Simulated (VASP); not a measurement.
A run of VASP 6.6.1 is set up as follows.

Contents of INCAR:

```
  PREC = Accurate
  ENCUT = 520
  EDIFF = 1E-7
  ISMEAR = -1
  SIGMA = 0.05
  LREAL = False
  LASPH = True
  NELM = 80
  ALGO = Normal
  ISIF = 2
  LWAVE = False
  LCHARG = False
  GGA = PE
  NBANDS = 18
```

KPOINTS

```
Automatic mesh
0
Gamma
  15 15 8
```

File POSCAR:

```
La
1.0
    2.9074164258      0.0000000000      0.0000000000
   -1.4537082129      2.5178964842      0.0000000000
    0.0000000000      0.0000000000      4.9006178784
La
2
Direct
    0.3333333333      0.6666666667      0.2500000000
    0.6666666667      0.3333333333      0.7500000000
```

Potentials or basis: VASP PAW PBE potentials, release 64 (La).

Command:

```sh
$ cat potpaw_PBE.64/La/POTCAR > POTCAR
$ mpirun -np 1 vasp_std > vasp.out
```

Task: Predict the band gap on the k mesh.

Result: Zero (band 11 reaches 19.24 eV, above the bottom of band 12 at 15.23 eV).

Task: What does it give for the pressure?

Result: 65.1 GPa.

Stress tensor (GPa, compression positive):
```
65.01  0.00  0.00
 0.00 65.01  0.00
 0.00  0.00 65.23
```

Caveat: spin-orbit coupling is left out, which moves the levels of the heavy elements.
